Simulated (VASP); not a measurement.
# Ti (Fd-3m) in VASP: further runs

Ti is run at these levels: PBE; tasks: single point, relaxation of cell and atoms.

Program: VASP 6.6.1. These are calculated values, not measurements. Logs are shortened: lines on timing, memory, paths and dates and some standing lists are left out, and cuts for length are marked.

## Step 1: The cell of the first run

Symmetry: Fd-3m, No. 227, cubic system. Conventional cell: a = 5.700 Å, b = 5.700 Å, c = 5.700 Å, α = 90.00°, β = 90.00°, γ = 90.00°. Ti (site symmetry -43m) has 4 Ti at 2.47 Å within 3.3 Å.

## Step 2: Single point, PBE

INCAR reads:

```
SYSTEM = Ti
  ALGO = Normal
  EDIFF = 1E-6
  ENCUT = 520
  GGA = PE
  ISIF = 2
  ISMEAR = -1
  LASPH = .True.
  LCHARG = .False.
  LREAL = .False.
  LWAVE = .False.
  NBANDS = 19
  NELM = 60
  PREC = Accurate
  SIGMA = 0.1
```

KPOINTS reads:

```
k-points
0
Gamma
  10 10 10
  0 0 0
```

POSCAR reads:

```
Ti
1.0
    0.0000000000      2.8498513420      2.8498513420
    2.8498513420      0.0000000000      2.8498513420
    2.8498513420      2.8498513420      0.0000000000
Ti
2
Direct
    0.1250000000      0.1250000000      0.1250000000
    0.8750000000      0.8750000000      0.8750000000
```

Potentials or basis: VASP PAW PBE potentials, release 64 (Ti_sv).

Command:

```
$ cat potpaw_PBE.64/Ti_sv/POTCAR > POTCAR
$ mpirun -np 1 vasp_std > vasp.out
```

OUTCAR:

```text
SYSTEM = Ti
   EDIFF = 1E-6
   ENCUT = 520
   GGA = PE
   ISIF = 2
   ISMEAR = -1
   LASPH = .True.
   LREAL = .False.
   NELM = 60
   PREC = Accurate

 ion  position               nearest neighbor table
   1  0.125  0.125  0.125-   2 2.47   2 2.47   2 2.47   2 2.47
   2  0.875  0.875  0.875-   1 2.47   1 2.47   1 2.47   1 2.47

  LATTYP: Found a face centered cubic cell.
 ALAT       =     5.6997026840

  Lattice vectors:

 A1 = (   0.0000000000,   2.8498513420,   2.8498513420)
 A2 = (   2.8498513420,   0.0000000000,   2.8498513420)
 A3 = (   2.8498513420,   2.8498513420,   0.0000000000)

Analysis of symmetry for initial positions (statically):
=====================================================================
 Subroutine PRICEL returns:
 Original cell was already a primitive cell.

 Routine SETGRP: Setting up the symmetry group for a
 face centered cubic supercell.

 Subroutine GETGRP returns: Found 48 space group operations
 (whereof 12 operations were pure point group operations)
 out of a pool of 48 trial point group operations.

The static configuration has the point symmetry D_3d.
 The point group associated with its full space group is O_h .

Analysis of symmetry for dynamics (positions and initial velocities):
=====================================================================
 Subroutine PRICEL returns:
 Original cell was already a primitive cell.

 Routine SETGRP: Setting up the symmetry group for a
 face centered cubic supercell.

 Subroutine GETGRP returns: Found 48 space group operations
 (whereof 12 operations were pure point group operations)
 out of a pool of 48 trial point group operations.

The dynamic configuration has the point symmetry D_3d.
 The point group associated with its full space group is O_h .

 Subroutine INISYM returns: Found 48 space group operations
 (whereof 12 operations are pure point group operations),
 and found     1 'primitive' translations

----------------------------------------------------------------------------------------

                                     Primitive cell

  volume of cell :      46.2910

  direct lattice vectors                    reciprocal lattice vectors
     0.000000000  2.849851342  2.849851342    -0.175447748  0.175447748  0.175447748
     2.849851342  0.000000000  2.849851342     0.175447748 -0.175447748  0.175447748
     2.849851342  2.849851342  0.000000000     0.175447748  0.175447748 -0.175447748

  length of vectors
     4.030298419  4.030298419  4.030298419     0.303884414  0.303884414  0.303884414

  position of ions in fractional coordinates (direct lattice)
     0.125000000  0.125000000  0.125000000
     0.875000000  0.875000000  0.875000000

  ion indices of the primitive-cell ions
   primitive index   ion index
                 1           1
                 2           2

----------------------------------------------------------------------------------------

 KPOINTS: k-points

Automatic generation of k-mesh.
 Grid dimensions read from file:
 generate k-points for:   10   10   10

 Generating k-lattice:

  Cartesian coordinates                     Fractional coordinates (reciprocal lattice)
    -0.017544775  0.017544775  0.017544775     0.100000000  0.000000000  0.000000000
     0.017544775 -0.017544775  0.017544775     0.000000000  0.100000000  0.000000000
     0.017544775  0.017544775 -0.017544775     0.000000000  0.000000000  0.100000000

  Length of vectors
     0.030388441  0.030388441  0.030388441

  Shift w.r.t. Gamma in fractional coordinates (k-lattice)
     0.000000000  0.000000000  0.000000000

 Subroutine IBZKPT returns following result:
 ===========================================

 Found     47 irreducible k-points:

 Following reciprocal coordinates:
            Coordinates               Weight
  0.000000  0.000000  0.000000      1.000000
  0.100000  0.000000  0.000000      8.000000
  0.200000  0.000000  0.000000      8.000000
  0.300000  0.000000  0.000000      8.000000
  0.400000  0.000000  0.000000      8.000000
  0.500000  0.000000  0.000000      4.000000
[... 16 lines left out ...]
  0.300000  0.300000  0.000000      6.000000
  0.400000  0.300000  0.000000     24.000000
 [... further k-points ...]
   k-points           NKPTS =     47   k-points in BZ     NKDIM =     47   number of bands    NBANDS=     19
   number of dos      NEDOS =    301   number of ions     NIONS =      2
   total plane-waves  NPLWV =  27000
   dimension x,y,z NGX =    30 NGY =   30 NGZ =   30
   dimension x,y,z NGXF=    60 NGYF=   60 NGZF=   60
   ions per type =               2
   NGX,Y,Z   is equivalent  to a cutoff of  12.37, 12.37, 12.37 a.u.
   NGXF,Y,Z  is equivalent  to a cutoff of  24.75, 24.75, 24.75 a.u.
 SYSTEM =  Ti
   PREC   = accura    normal or accurate (medium, high low for compatibility)
   ISTART =      0    job   : 0-new  1-cont  2-samecut
   ICHARG =      2    charge: 1-file 2-atom 10-const
   ISPIN  =      1    spin polarized calculation?
   LNONCOLLINEAR =      F non collinear calculations
   LSORBIT =      F    spin-orbit coupling
   LASPH  =      T    aspherical Exc in radial PAW
   ENCUT  =  520.0 eV  38.22 Ry    6.18 a.u.   7.49  7.49  7.49*2*pi/ulx,y,z
   NELM   =     60;   NELMIN=  2; NELMDL= -5     # of ELM steps
   EDIFF  = 0.1E-05   stopping-criterion for ELM
   LREAL  =      F    real-space projection
   EDIFFG = 0.1E-04   stopping-criterion for IOM
   NSW    =      0    number of steps for IOM
   IBRION =     -1    ionic relax: 0-MD 1-quasi-New 2-CG
   NFREE  =      0    steps in history (QN), initial steepest desc. (CG)
   ISIF   =      2    stress and relaxation
   ISYM   =      2    0-nonsym 1-usesym 2-fastsym
   POTIM  = 0.5000    time-step for ionic-motion
   TEBEG  =    0.0;   TEEND  =   0.0 temperature during run
   PSTRESS=    0.0 pullay stress
   NELECT =      24.0000    total number of electrons
   NUPDOWN=      -1.0000    fix difference up-down
   EMIN   =  10.00;   EMAX   =-10.00  energy-range for DOS
   EFERMI =   0.00;   METHOD = LEGACY
   ISMEAR =    -1;   SIGMA  =   0.10  broadening in eV -4-tet -1-fermi 0-gaus
   EFERMI_NEDOS =   21; number of points for ismear=-14 and -15
   IALGO  =     38    algorithm
   IMIX   =      4    mixing-type and parameters
     AMIX     =   0.40;   BMIX     =  1.00
     AMIX_MAG =   1.60;   BMIX_MAG =  1.00
  volume/ion in A,a.u.               =      23.15       156.19
  Fermi-wavevector in a.u.,A,eV,Ry     =   1.315163  2.485298 23.533381  1.729655
  Thomas-Fermi vector in A             =   2.445365
   LORBIT       =      0    0 simple, 1 ext, 2 COOP (PROOUT), +10 PAW based schemes
   GGA     = PE    functional components
   LHFCALC =     F    Hartree Fock is set to
   AEXX    =    0.0000 exact exchange contribution
   IVDW    =     0    specifies the selected vdW correction
   LEPSILON=     F    determine dielectric tensor
   LRPA    =     F    only Hartree local field effects (RPA)
 non-spin polarized calculation
  energy-cutoff  :      520.00
  volume of cell :       46.29
 maximum number of plane-waves:      1266
 NGX is ok and might be reduce to    30
   NGX = 15   NGY = 15   NGZ = 15

 number of electron      23.9999999 magnetization

 Free energy of the ion-electron system (eV)
  ---------------------------------------------------
  ext. energy  EPLUGINS =         0.00000000
  ---------------------------------------------------
  free energy    TOTEN  =       -11.08181768 eV

  energy without entropy =      -10.86812045  energy(sigma->0) =      -10.97496906

 E-fermi :   5.2627     XC(G=0):  -9.9036

 val. band max:        5.2555666916   @ k =   0.4000   0.3000   0.0000
 cond. band min:       5.2627313178   @ k =  -0.4000   0.5000   0.1000
 fundamental gap:      0.0071646262
 Fermi energy:         5.2627296213

 k-point     1 :       0.0000    0.0000    0.0000
  band No.  band energies     occupation
      1     -51.4563      2.00000
      2     -50.9770      2.00000
      3     -27.9024      2.00000
      4     -27.9024      2.00000
      5     -27.9024      2.00000
      6     -27.1948      2.00000
[... 11 lines left out ...]
     18       9.0996      0.00000
     19       9.0996      0.00000

 k-point     2 :       0.1000    0.0000    0.0000
  band No.  band energies     occupation
      1     -51.4478      2.00000
      2     -50.9859      2.00000
      3     -27.9116      2.00000
      4     -27.9116      2.00000
      5     -27.9027      2.00000
      6     -27.1960      2.00000
[... 11 lines left out ...]
     18       9.0898      0.00000
     19       9.0898      0.00000

 k-point     3 :       0.2000    0.0000    0.0000
  band No.  band energies     occupation
      1     -51.4235      2.00000
      2     -51.0110      2.00000
      3     -27.9345      2.00000
      4     -27.9345      2.00000
      5     -27.9041      2.00000
      6     -27.1986      2.00000
[... 11 lines left out ...]
     18       9.0491      0.00000
     19       9.0491      0.00000

 k-point     4 :       0.3000    0.0000    0.0000
  band No.  band energies     occupation
      1     -51.3887      2.00000
      2     -51.0469      2.00000
      3     -27.9610      2.00000
      4     -27.9610      2.00000
      5     -27.9067      2.00000
      6     -27.2006      2.00000
[... 11 lines left out ...]
     18       8.9514      0.00000
     19       8.9514      0.00000

 k-point     5 :       0.4000    0.0000    0.0000
  band No.  band energies     occupation
      1     -51.3541      2.00000
      2     -51.0824      2.00000
      3     -27.9812      2.00000
      4     -27.9812      2.00000
      5     -27.9096      2.00000
      6     -27.2015      2.00000
[... 11 lines left out ...]
     18       8.7885      0.00000
     19       8.7885      0.00000

 k-point     6 :       0.5000    0.0000    0.0000
  band No.  band energies     occupation
      1     -51.3381      2.00000
      2     -51.0987      2.00000
      3     -27.9887      2.00000
      4     -27.9887      2.00000
      5     -27.9108      2.00000
      6     -27.2016      2.00000
[... 11 lines left out ...]
     18       8.6749      0.00000
     19       8.6749      0.00000

 k-point     7 :       0.1000    0.1000    0.0000
  band No.  band energies     occupation
      1     -51.4448      2.00000
      2     -50.9889      2.00000
      3     -27.9226      2.00000
      4     -27.9226      2.00000
      5     -27.8857      2.00000
      6     -27.2136      2.00000
[... 11 lines left out ...]
     18       8.9837      0.00000
     19       9.1709      0.00000

 k-point     8 :       0.2000    0.1000    0.0000
  band No.  band energies     occupation
      1     -51.4255      2.00000
      2     -51.0089      2.00000
      3     -27.9465      2.00000
      4     -27.9461      2.00000
      5     -27.8726      2.00000
      6     -27.2291      2.00000
[... 256 lines left out ...]
 k-point    20 :      -0.4000    0.2000    0.0000
  band No.  band energies     occupation
      1     -51.3110      2.00000
      2     -51.1263      2.00000
      3     -28.0699      2.00000
      4     -28.0109      2.00000
      5     -27.7784      2.00000
      6     -27.3260      2.00000
[... 11 lines left out ...]
     18       8.5134      0.00000
     19       8.9957      0.00000

 k-point    21 :      -0.3000    0.2000    0.0000
  band No.  band energies     occupation
      1     -51.3382      2.00000
      2     -51.0987      2.00000
      3     -28.0580      2.00000
      4     -27.9889      2.00000
      5     -27.8045      2.00000
      6     -27.2991      2.00000
[... 11 lines left out ...]
     18       8.1303      0.00000
     19       9.1952      0.00000

 k-point    22 :      -0.2000    0.2000    0.0000
  band No.  band energies     occupation
      1     -51.3748      2.00000
      2     -51.0612      2.00000
      3     -28.0252      2.00000
      4     -27.9620      2.00000
      5     -27.8417      2.00000
      6     -27.2616      2.00000
[... 11 lines left out ...]
     18       8.4342      0.00000
     19       9.2441      0.00000

 k-point    23 :       0.3000    0.3000    0.0000
  band No.  band energies     occupation
      1     -51.3590      2.00000
      2     -51.0774      2.00000
      3     -28.0237      2.00000
      4     -28.0237      2.00000
      5     -27.7615      2.00000
      6     -27.3494      2.00000
[... 11 lines left out ...]
     18       8.1311      0.00000
     19       9.2483      0.00000

 k-point    24 :       0.4000    0.3000    0.0000
  band No.  band energies     occupation
      1     -51.3248      2.00000
      2     -51.1123      2.00000
      3     -28.0501      2.00000
      4     -28.0427      2.00000
      5     -27.7195      2.00000
      6     -27.3924      2.00000
[... 11 lines left out ...]
     18       8.0846      0.00000
     19       9.2258      0.00000

 [... further k-points ...]

------------------------ aborting loop because EDIFF is reached ----------------------------------------

  FORCE on cell =-STRESS in cart. coord.  units (eV):
  Direction    XX          YY          ZZ          XY          YZ          ZX
  --------------------------------------------------------------------------------------
  -------------------------------------------------------------------------------------
  Total        0.0257248      0.0257248      0.0257248     -0.0000000      0.0000000      0.0000000
  in kB        0.8903603      0.8903603      0.8903603     -0.0000000      0.0000000      0.0000000
  external PRESSURE =       0.8903603 kB  Pullay stress =       0.0000000 kB

 VOLUME and BASIS-vectors are now :
 -----------------------------------------------------------------------------
  energy-cutoff  :      520.00
  volume of cell :       46.29
      direct lattice vectors                 reciprocal lattice vectors
     0.000000000  2.849851342  2.849851342    -0.175447748  0.175447748  0.175447748
     2.849851342  0.000000000  2.849851342     0.175447748 -0.175447748  0.175447748
     2.849851342  2.849851342  0.000000000     0.175447748  0.175447748 -0.175447748

 POSITION                                       TOTAL-FORCE (eV/Angst)
 -----------------------------------------------------------------------------------
      0.71246      0.71246      0.71246         0.000000      0.000000      0.000000
      4.98724      4.98724      4.98724        -0.000000     -0.000000     -0.000000
 -----------------------------------------------------------------------------------
    total drift:                               -0.000000      0.000000      0.000000

  FREE ENERGIE OF THE ION-ELECTRON SYSTEM (eV)
  ---------------------------------------------------
  free  energy   TOTEN  =       -11.0818176792 eV

  energy  without entropy=      -10.8681204507  energy(sigma->0) =      -10.97496906
```

Wall time 43 s (1 thread of AMD EPYC 9R14 (Zen 4), shared host); peak memory 0.15 GiB.

What came out:

```yaml
Free_energy: -11.0818 eV
Pressure: 0.1 GPa
Band_gap_on_the_k_mesh: zero (band 12 reaches 5.31 eV, above the bottom of band 13 at 5.13 eV)
```

## Step 3: Single point, PBE (volume scaled by 0.88)

INCAR reads:

```
SYSTEM = Ti
PREC = Accurate
ENCUT = 520
EDIFF = 1E-7
ISMEAR = -1
SIGMA = 0.1
LREAL = .False.
LASPH = .True.
NELM = 80
ALGO = Normal
ISIF = 2
LWAVE = .False.
LCHARG = .False.
GGA = PE
NBANDS = 19
```

KPOINTS reads:

```
Automatic mesh
0
Gamma
  16 16 16
  0 0 0
```

POSCAR reads:

```
Ti
1.0
    0.0000000000      2.7309668619      2.7309668619
    2.7309668619      0.0000000000      2.7309668619
    2.7309668619      2.7309668619      0.0000000000
Ti
2
Direct
    0.1250000000      0.1250000000      0.1250000000
    0.8750000000      0.8750000000      0.8750000000
```

Potentials or basis: VASP PAW PBE potentials, release 64 (Ti_sv).

Command:

```
$ cat potpaw_PBE.64/Ti_sv/POTCAR > POTCAR
$ mpirun -np 1 vasp_std > vasp.out
```

OUTCAR:

```text
SYSTEM = Ti
   PREC = Accurate
   ENCUT = 520
   EDIFF = 1E-7
   ISMEAR = -1
   LREAL = .False.
   LASPH = .True.
   NELM = 80
   ISIF = 2
   GGA = PE

 ion  position               nearest neighbor table
   1  0.125  0.125  0.125-   2 2.37   2 2.37   2 2.37   2 2.37
   2  0.875  0.875  0.875-   1 2.37   1 2.37   1 2.37   1 2.37

  LATTYP: Found a face centered cubic cell.
 ALAT       =     5.4619337238

  Lattice vectors:

[... 716 lines left out ...]

------------------------ aborting loop because EDIFF is reached ----------------------------------------

  FORCE on cell =-STRESS in cart. coord.  units (eV):
  Direction    XX          YY          ZZ          XY          YZ          ZX
  --------------------------------------------------------------------------------------
  -------------------------------------------------------------------------------------
  Total        1.2989354      1.2989354      1.2989354      0.0000000      0.0000000     -0.0000000
  in kB       51.0879931     51.0879931     51.0879931      0.0000000      0.0000000     -0.0000000
  external PRESSURE =      51.0879931 kB  Pullay stress =       0.0000000 kB

 VOLUME and BASIS-vectors are now :
 -----------------------------------------------------------------------------
  energy-cutoff  :      520.00
  volume of cell :       40.74
      direct lattice vectors                 reciprocal lattice vectors
     0.000000000  2.730966862  2.730966862    -0.183085341  0.183085341  0.183085341
     2.730966862  0.000000000  2.730966862     0.183085341 -0.183085341  0.183085341
     2.730966862  2.730966862  0.000000000     0.183085341  0.183085341 -0.183085341

 POSITION                                       TOTAL-FORCE (eV/Angst)
 -----------------------------------------------------------------------------------
      0.68274      0.68274      0.68274        -0.000000     -0.000000      0.000000
      4.77919      4.77919      4.77919         0.000000      0.000000     -0.000000
 -----------------------------------------------------------------------------------
    total drift:                               -0.000000      0.000000      0.000000

  FREE ENERGIE OF THE ION-ELECTRON SYSTEM (eV)
  ---------------------------------------------------
  free  energy   TOTEN  =       -10.9964507703 eV

  energy  without entropy=      -10.8099675321  energy(sigma->0) =      -10.90320915
```

stdout:

```text
POSCAR found type information on POSCAR Ti
 POSCAR found :  1 types and       2 ions
 scaLAPACK will be used
 LDA part: xc-table for (Slater+PW92), standard interpolation
 POSCAR, INCAR and KPOINTS ok, starting setup
 FFT: planning ... GRIDC
 FFT: planning ... GRID_SOFT
 FFT: planning ... GRID
 WAVECAR not read
 entering main loop
```

Wall time 1.9 min (1 thread of AMD EPYC 9R14 (Zen 4), shared host); peak memory 0.19 GiB.

Results:

| Quantity | Value |
| --- | --- |
| Free energy | -10.9965 eV |
| Pressure | 5.1 GPa |
| Band gap on the k mesh | zero (band 12 reaches 6.55 eV, above the bottom of band 13 at 6.23 eV) |

## Step 4: Single point, PBE (volume scaled by 0.92)

INCAR reads:

```
SYSTEM = Ti
  PREC = Accurate
  ENCUT = 520
  EDIFF = 1E-6
  ISMEAR = -1
  SIGMA = 0.1
  LREAL = .FALSE.
  LASPH = .TRUE.
  NELM = 80
  ALGO = Normal
  ISIF = 2
  LWAVE = .FALSE.
  LCHARG = .FALSE.
  GGA = PE
  NBANDS = 19
```

KPOINTS reads:

```
Automatic mesh
0
G
  16 16 16
  0 0 0
```

POSCAR reads:

```
Ti
1.0
    0.0000000000      2.7717335716      2.7717335716
    2.7717335716      0.0000000000      2.7717335716
    2.7717335716      2.7717335716      0.0000000000
Ti
2
Direct
    0.1250000000      0.1250000000      0.1250000000
    0.8750000000      0.8750000000      0.8750000000
```

Command:

```
$ cat potpaw_PBE.64/Ti_sv/POTCAR > POTCAR
$ mpirun -np 1 vasp_std > vasp.out
```

It took 1.8 min on 1 thread of AMD EPYC 9R14 (Zen 4), shared host; peak memory 0.2 GiB.

Results (log left out):

```
Free energy            : -11.0446 eV
Pressure               : 3.2 GPa
Band gap on the k mesh : zero (band 12 reaches 6.09 eV, above the bottom of band 13 at 5.84 eV)
```

Levels at points of the mesh, in eV from the Fermi level:
| k point | band 10 | band 11 | band 12 | band 13 | band 14 | band 15 |
| --- | --- | --- | --- | --- | --- | --- |
| (0.00, 0.00, 0.00) | -0.72 | -0.72 | -0.14 | -0.14 | -0.14 | 1.81 |
| (0.50, 0.00, 0.00) | -1.50 | -0.70 | -0.70 | -0.14 | -0.14 | 0.57 |
| (0.50, 0.50, 0.00) | -1.97 | -0.03 | -0.03 | 0.38 | 0.38 | 1.60 |

[end of part 1 of 2]
